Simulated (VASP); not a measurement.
Al2H3:

```
CELL_PARAMETERS angstrom
1.45010 0.83722 6.72195
-1.45010 0.83722 6.72195
0.00000 -1.67443 6.72195
ATOMIC_POSITIONS crystal
Al 0.40000 0.40000 0.40000
Al 0.60000 0.60000 0.60000
H 0.00000 0.00000 0.00000
H 0.20950 0.20950 0.20950
H 0.79050 0.79050 0.79050
```

| Item | Value |
| --- | --- |
| Program | VASP 6.6.1 |
| Task | relaxation of cell and atoms |
| Functional | PBE |
| Potentials or basis | VASP PAW PBE potentials, release 64 (Al, H) |
| Cutoff | 600 eV |
| k mesh | 6 × 6 × 6 |
| Occupations | gaussian, width 0.1 eV |
| Spin | no spin polarisation |

At the start: pressure -6.2 GPa; volume 9.79 Å³/atom.

Question: How do energy, volume and symmetry change on relaxing?

Answer: Over 34 steps the energy falls by 108.8 meV/atom and the volume is 9.10 Å³/atom (-7.1 %); space group R-3m (No. 166, to 0.1 Å) before and after.

The path:
```csv
step,energy change (eV),largest force (eV/Å),pressure (GPa),volume (Å³)
1,0.0000,0.4121,-6.23,48.96
2,-0.0939,0.2312,-2.49,46.31
3,-0.1085,0.1252,-0.05,44.95
4,-0.1085,0.1187,0.11,44.87
5,-0.1144,0.1128,0.12,44.78
6,-0.1213,0.1141,0.25,44.56
7,-0.1218,0.1226,0.34,44.49
8,-0.1259,0.0883,-0.02,44.64
9,-0.1290,0.0694,-0.72,45.03
10,-0.1306,0.0719,-0.75,45.02
11,-0.1353,0.1035,-0.88,44.99
12,-0.1381,0.1883,-1.13,44.90
13,-0.1447,0.1550,-0.74,44.48
14,-0.1612,0.0955,0.46,43.34
15,-0.1842,0.2515,3.82,41.04
16,-0.0002,0.4192,16.38,36.36
17,-0.1908,0.2382,4.58,40.74
18,-0.1929,0.2467,4.68,40.67
19,-0.1966,0.2711,4.98,40.47
20,-0.1975,0.2877,5.13,40.36
21,-0.2011,0.3305,5.43,40.16
22,-0.2074,0.4064,6.42,39.73
23,-0.2076,0.4532,8.67,38.84
24,-0.2139,0.4514,7.51,39.34
25,-0.2376,0.4558,7.17,39.46
26,-0.2677,0.5371,6.48,39.78
27,-0.2935,0.5358,5.35,40.27
28,-0.3511,0.5266,2.26,41.76
29,-0.3873,0.5108,-2.52,44.85
30,-0.4153,0.4496,-2.19,44.92
31,-0.4826,0.3018,-1.08,45.12
32,-0.5313,0.2897,-0.04,45.51
33,-0.5431,0.0961,-0.13,45.51
34,-0.5441,0.0158,-0.10,45.51
```

Final structure:
```cif
data_structure
_symmetry_space_group_name_H-M 'P 1'
_symmetry_Int_Tables_number 1
_cell_length_a 5.4805
_cell_length_b 5.4805
_cell_length_c 5.4805
_cell_angle_alpha 33.848
_cell_angle_beta 33.848
_cell_angle_gamma 33.848
_cell_volume 45.51
loop_
_atom_site_label
_atom_site_type_symbol
_atom_site_fract_x
_atom_site_fract_y
_atom_site_fract_z
_atom_site_occupancy
Al1 Al 0.40844 0.40844 0.40844 1
Al2 Al 0.59156 0.59156 0.59156 1
H1 H 0.00000 0.00000 0.00000 1
H2 H 0.22429 0.22429 0.22429 1
H3 H 0.77571 0.77571 0.77571 1
```

Caveat: the k points lie up to 0.38 Å⁻¹ apart in the final cell, too coarse for converged energies and pressures of a metal; a cell axis changed by over 15 % at a fixed basis, so the end point is rough.
